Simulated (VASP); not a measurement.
# Se (P3_121) in VASP: single point with PBE

Aim: the single point of Se with PBE.

Everything below comes from runs of VASP 6.6.1. Logs are shortened: lines on timing, memory, paths and dates and some standing lists are left out, and cuts for length are marked.

## 1. The cell of the first run

The structure is trigonal, space group P3_121 (No. 152). The conventional cell has a = 4.496 Å, b = 4.496 Å, c = 5.059 Å, α = 90.00°, β = 90.00°, γ = 120.00°. Se (site symmetry 2) has 2 Se at 2.41 Å within 3.2 Å.

## 2. Single point, PBE, non-collinear spin, zero start, spin-orbit coupling (29.52 Å³/atom)

INCAR

```
ALGO = Normal
EDIFF = 1E-6
ENCUT = 520
GGA = PE
GGA_COMPAT = False
ISIF = 2
ISMEAR = 0
LASPH = True
LCHARG = True
LORBIT = 11
LORBMOM = True
LREAL = False
LSORBIT = True
LVHAR = True
LWAVE = False
MAGMOM = 0 0 0 0 0 0 0 0 0
NBANDS = 31
NELM = 150
PREC = Accurate
SIGMA = 0.05
```

KPOINTS

```
k-points
0
Gamma
  6 6 6
```

POSCAR

```
Se
1.0
    4.4955119155      0.0000000000      0.0000000000
   -2.2477559577      3.8932275218      0.0000000000
    0.0000000000      0.0000000000      5.0594088295
Se
3
Direct
    0.2202179285      0.0000000000      0.8333333333
    0.0000000000      0.2202179285      0.1666666667
    0.7797820715      0.7797820715      0.5000000000
```

Potentials or basis: VASP PAW PBE potentials, release 64 (Se).

Started as:

```bash
$ cat potpaw_PBE.64/Se/POTCAR > POTCAR
$ mpirun -np 1 vasp_ncl > vasp.out
```

OUTCAR:

```text
EDIFF = 1E-6
   ENCUT = 520
   GGA = PE
   ISIF = 2
   ISMEAR = 0
   LASPH = True
   LORBIT = 11
   LREAL = False
   LSORBIT = True
   NELM = 150
   PREC = Accurate

 ion  position               nearest neighbor table
   1  0.220  0.000  0.833-   3 2.41   2 2.41
   2  0.000  0.220  0.167-   3 2.41   1 2.41
   3  0.780  0.780  0.500-   2 2.41   1 2.41

  LATTYP: Found a hexagonal cell.
 ALAT       =     4.4955119155
 C/A-ratio  =     1.1254355287

  Lattice vectors:

 A1 = (   4.4955119155,   0.0000000000,   0.0000000000)
 A2 = (  -2.2477559577,   3.8932275218,   0.0000000000)
 A3 = (   0.0000000000,   0.0000000000,   5.0594088295)

Analysis of symmetry for initial positions (statically):
=====================================================================
 Subroutine PRICEL returns:
 Original cell was already a primitive cell.

 Routine SETGRP: Setting up the symmetry group for a
 hexagonal supercell.

 Subroutine GETGRP returns: Found  6 space group operations
 (whereof  2 operations were pure point group operations)
 out of a pool of 24 trial point group operations.

The static configuration has the point symmetry C_2 .
 The point group associated with its full space group is D_3 .

Analysis of symmetry for dynamics (positions and initial velocities):
=====================================================================
 Subroutine PRICEL returns:
 Original cell was already a primitive cell.

 Routine SETGRP: Setting up the symmetry group for a
 hexagonal supercell.

 Subroutine GETGRP returns: Found  6 space group operations
 (whereof  2 operations were pure point group operations)
 out of a pool of 24 trial point group operations.

The dynamic configuration has the point symmetry C_2 .
 The point group associated with its full space group is D_3 .

Analysis of structural, dynamic, and magnetic symmetry:
=====================================================================
 Subroutine PRICEL returns:
 Original cell was already a primitive cell.

 Routine SETGRP: Setting up the symmetry group for a
 hexagonal supercell.

 Subroutine GETGRP returns: Found  6 space group operations
 (whereof  2 operations were pure point group operations)
 out of a pool of 24 trial point group operations.

The overall configuration has the point symmetry C_2 .
 The point group associated with its full space group is D_3 .

 Subroutine INISYM returns: Found  6 space group operations
 (whereof  2 operations are pure point group operations),
 and found     1 'primitive' translations

----------------------------------------------------------------------------------------

                                     Primitive cell

  volume of cell :      88.5500

  direct lattice vectors                    reciprocal lattice vectors
     4.495511915  0.000000000  0.000000000     0.222444077  0.128428148  0.000000000
    -2.247755958  3.893227522  0.000000000     0.000000000  0.256856296  0.000000000
     0.000000000  0.000000000  5.059408829     0.000000000  0.000000000  0.197651551

  length of vectors
     4.495511915  4.495511915  5.059408829     0.256856296  0.256856296  0.197651551

  position of ions in fractional coordinates (direct lattice)
     0.220217928  0.000000000  0.833333333
     0.000000000  0.220217928  0.166666667
     0.779782072  0.779782072  0.500000000

  ion indices of the primitive-cell ions
   primitive index   ion index
                 1           1
                 2           2
                 3           3

----------------------------------------------------------------------------------------

 KPOINTS: k-points

Automatic generation of k-mesh.
 Grid dimensions read from file:
 generate k-points for:    6    6    6

 Generating k-lattice:

  Cartesian coordinates                     Fractional coordinates (reciprocal lattice)
[... 101 lines left out ...]

 number of electron      18.0000000 magnetization       0.0000000      0.0000000     -0.0000000

 number of electron      18.0000000 magnetization      -0.0000000     -0.0000000     -0.0000000

 Free energy of the ion-electron system (eV)
  ---------------------------------------------------
  ext. energy  EPLUGINS =         0.00000000
  ---------------------------------------------------
  free energy    TOTEN  =       -10.57964087 eV

  energy without entropy =      -10.57964087  energy(sigma->0) =      -10.57964087

 E-fermi :   2.1807     XC(G=0):  -8.4745

 val. band max:        1.9237952592   @ k =   0.5000   0.0000   0.5000
 cond. band min:       2.8836505946   @ k =  -0.3333  -0.3333   0.5000
 fundamental gap:      0.9598553354
 Fermi energy:         2.1806583498

 k-point     1 :       0.0000    0.0000    0.0000
  band No.  band energies     occupation
      1     -13.4661      1.00000
      2     -13.4661      1.00000
      3      -9.6575      1.00000
      4      -9.6575      1.00000
      5      -9.6567      1.00000
      6      -9.6567      1.00000
[... 781 lines left out ...]
     29       9.7007      0.00000
     30       9.7333      0.00000

 [... further k-points ...]

 [bands above 30 left out]

------------------------ aborting loop because EDIFF is reached ----------------------------------------

  FORCE on cell =-STRESS in cart. coord.  units (eV):
  Direction    XX          YY          ZZ          XY          YZ          ZX
  --------------------------------------------------------------------------------------
  -------------------------------------------------------------------------------------
  Total        0.0633689      0.0633689      0.0359564      0.0000000      0.0000000      0.0000000
  in kB        1.1465627      1.1465627      0.6505762      0.0000000      0.0000000      0.0000000
  external PRESSURE =       0.9812338 kB  Pullay stress =       0.0000000 kB

 VOLUME and BASIS-vectors are now :
 -----------------------------------------------------------------------------
  energy-cutoff  :      520.00
  volume of cell :       88.55
      direct lattice vectors                 reciprocal lattice vectors
     4.495511915  0.000000000  0.000000000     0.222444077  0.128428148  0.000000000
    -2.247755958  3.893227522  0.000000000     0.000000000  0.256856296  0.000000000
     0.000000000  0.000000000  5.059408829     0.000000000  0.000000000  0.197651551

 POSITION                                       TOTAL-FORCE (eV/Angst)
 -----------------------------------------------------------------------------------
      0.98999      0.00000      4.21617         0.019739     -0.000000     -0.000000
     -0.49500      0.85736      0.84323        -0.009869      0.017094      0.000000
      1.75276      3.03587      2.52970        -0.009869     -0.017094     -0.000000
 -----------------------------------------------------------------------------------
    total drift:                                0.000000      0.000001      0.000000

  FREE ENERGIE OF THE ION-ELECTRON SYSTEM (eV)
  ---------------------------------------------------
  free  energy   TOTEN  =       -10.5796408687 eV

  energy  without entropy=      -10.5796408687  energy(sigma->0) =      -10.57964087

 orbital moment (x)

 # of ion     p       d       tot
 ----------------------------------------
  1        -0.000  -0.000  -0.000
  2         0.000   0.000   0.000
  3         0.000   0.000   0.000
 ----------------------------------------
           -0.000  -0.000  -0.000

 orbital moment (y)

 # of ion     p       d       tot
 ----------------------------------------
  1         0.000  -0.000   0.000
  2        -0.000  -0.000  -0.000
  3         0.000   0.000   0.000
 ----------------------------------------
           -0.000  -0.000  -0.000

 orbital moment (z)

 # of ion     p       d       tot
 ----------------------------------------
  1         0.000  -0.000  -0.000
  2         0.000   0.000   0.000
  3         0.000  -0.000  -0.000
 ----------------------------------------
            0.000  -0.000  -0.000

 Spin-Orbit-Coupling matrix elements

 Ion:    1  E_soc:     -0.0463624
 l=   1
     0.0000000    -0.0081790    -0.0077562
    -0.0081790     0.0000000    -0.0072484
    -0.0077562    -0.0072484     0.0000000
 l=   2
     0.0000000    -0.0000003     0.0000000     0.0000025     0.0000026
    -0.0000003     0.0000000    -0.0000001    -0.0000005    -0.0000006
     0.0000000    -0.0000001     0.0000000    -0.0000033     0.0000000
     0.0000025    -0.0000005    -0.0000033     0.0000000     0.0000021
     0.0000026    -0.0000006     0.0000000     0.0000021     0.0000000
 l=   3
     0.0000000     0.0000000     0.0000000     0.0000000     0.0000000     0.0000000     0.0000000
     0.0000000     0.0000000     0.0000000     0.0000000     0.0000000     0.0000000     0.0000000
     0.0000000     0.0000000     0.0000000     0.0000000     0.0000000     0.0000000     0.0000000
     0.0000000     0.0000000     0.0000000     0.0000000     0.0000000     0.0000000     0.0000000
[... 29 lines left out ...]
 l=   2
     0.0000000     0.0000015     0.0000000     0.0000002     0.0000026
     0.0000015     0.0000000    -0.0000025    -0.0000005     0.0000017
     0.0000000    -0.0000025     0.0000000    -0.0000009     0.0000000
     0.0000002    -0.0000005    -0.0000009     0.0000000     0.0000003
     0.0000026     0.0000017     0.0000000     0.0000003     0.0000000
 l=   3
     0.0000000     0.0000000     0.0000000     0.0000000     0.0000000     0.0000000     0.0000000
     0.0000000     0.0000000     0.0000000     0.0000000     0.0000000     0.0000000     0.0000000
     0.0000000     0.0000000     0.0000000     0.0000000     0.0000000     0.0000000     0.0000000
     0.0000000     0.0000000     0.0000000     0.0000000     0.0000000     0.0000000     0.0000000
     0.0000000     0.0000000     0.0000000     0.0000000     0.0000000     0.0000000     0.0000000
     0.0000000     0.0000000     0.0000000     0.0000000     0.0000000     0.0000000     0.0000000
     0.0000000     0.0000000     0.0000000     0.0000000     0.0000000     0.0000000     0.0000000

 total charge

# of ion       s       p       d       tot
------------------------------------------
    1        1.510   2.166   0.051   3.727
    2        1.510   2.166   0.051   3.727
    3        1.510   2.166   0.051   3.727
--------------------------------------------------
tot          4.531   6.498   0.153  11.181

 magnetization (x)

# of ion       s       p       d       tot
------------------------------------------
    1        0.000   0.000   0.000   0.000
    2       -0.000  -0.000  -0.000  -0.000
    3       -0.000  -0.000  -0.000  -0.000
--------------------------------------------------
tot         -0.000  -0.000   0.000  -0.000

 magnetization (y)

# of ion       s       p       d       tot
------------------------------------------
    1        0.000   0.000   0.000   0.000
    2        0.000   0.000   0.000   0.000
    3       -0.000  -0.000  -0.000  -0.000
--------------------------------------------------
tot          0.000   0.000   0.000   0.000

 magnetization (z)

# of ion       s       p       d       tot
------------------------------------------
    1       -0.000   0.000   0.000  -0.000
    2        0.000   0.000   0.000   0.000
    3        0.000   0.000   0.000   0.000
--------------------------------------------------
tot          0.000   0.000   0.000   0.000
```

It took 4.9 min on 1 thread of Intel Xeon Platinum 8259CL at 2.50GHz (Skylake/Cascade Lake), shared host; peak memory 0.5 GiB.

What came out:

```yaml
Free_energy: -10.5796 eV
Pressure: 0.1 GPa
Largest_force: 0.020 eV/Å
Net_moment: 0.00 μB per cell
Valence_electrons_inside_the_program's_atomic_spheres: Se 3.73
```

Forces on the atoms (eV/Å):
```
Se   0.020  0.000  0.000
Se  -0.010  0.017  0.000
Se  -0.010 -0.017  0.000
```

Moments on the atoms (μB; x, y, z):
```
Se  0.00 0.00 0.00
Se  0.00 0.00 0.00
Se  0.00 0.00 0.00
```
